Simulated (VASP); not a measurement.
## Pd: single point with PBEsol

Pd:

```
Pd
1.0
     0.07293    1.94490    1.94490
     1.94490    0.07293    1.94490
     2.01783    2.01783    0.00000
Pd
1
Direct
  0.00000 0.00000 0.00000
```

This cell differs from its parent crystal: strain +0.0750 x Voigt [0, 0, 0, 0, 0, 1].

* Program: VASP 6.6.1
* Task: single point
* Functional: PBEsol
* Potentials or basis: VASP PAW PBE potentials, release 64 (Pd)
* Cutoff: 520 eV
* k mesh: 20 × 20 × 20
* Occupations: gaussian, width 0.15 eV
* Spin: no spin polarisation

- Pressure: -1.3 GPa
- Band gap on the k mesh: zero (band 5 reaches 10.07 eV, above the bottom of band 6 at 8.34 eV)

Stress tensor (GPa, compression positive):
```
-0.54 -6.23  0.00
-6.23 -0.54  0.00
 0.00  0.00 -2.93
```

Levels at points of the mesh, in eV from the Fermi level:
| k point | band 2 | band 3 | band 4 | band 5 | band 6 | band 7 | band 8 | band 9 |
| --- | --- | --- | --- | --- | --- | --- | --- | --- |
| (0.00, 0.00, 0.00) | -3.21 | -3.03 | -2.51 | -1.20 | -1.16 | 17.02 | 20.72 | 22.05 |
| (0.50, 0.00, 0.00) | -3.28 | -2.62 | -0.12 | 0.17 | 1.27 | 7.87 | 16.16 | 19.98 |
| (0.50, 0.50, 0.00) | -5.17 | -0.03 | 0.26 | 0.34 | 3.24 | 10.74 | 11.74 | 14.63 |
| (0.00, 0.00, 0.50) | -3.24 | -2.54 | -0.24 | 0.07 | 0.60 | 6.77 | 16.80 | 21.13 |
| (0.50, 0.00, 0.50) | -5.18 | -0.14 | 0.26 | 0.38 | 3.29 | 10.80 | 13.15 | 13.17 |

Run time: 120 s on 1 thread of Intel Xeon 6975P-C, on a shared host, peak memory 0.3 GiB.

Caveat: the cell differs from its parent crystal (strain +0.0750 x Voigt [0, 0, 0, 0, 0, 1]); the PAW data sets were made with another functional, which shifts forces and pressure a little.
